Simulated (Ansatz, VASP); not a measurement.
## Ge in VASP and in Ansatz

```
Ge
1.0
     0.00000    2.83601    2.83601
     2.83601    0.00000    2.83601
     2.83601    2.83601    0.00000
Ge
2
Direct
  0.50000 0.50000 0.50000
  0.75000 0.75000 0.75000
```

Alike in both runs: task single point; functional r2SCAN; k mesh 10 × 10 × 10; occupations methfessel-paxton of order 1, width 0.6 eV; no spin polarisation.

```csv
,VASP,Ansatz
version,VASP 6.6.1,Ansatz 0.2.0
potentials or method,"VASP PAW PBE potentials, release 64 (Ge_d), cutoff 520 eV","plane waves (500 eV) with PAW, scalar-relativistic"
valence electrons in the cell,28,28
```

Ansatz gave:

```
pressure (GPa) : 0.1
```

What did VASP give for the same quantities?

Pressure (GPa): 0.2.

VASP's potentials were made for PBE, not for r2SCAN.
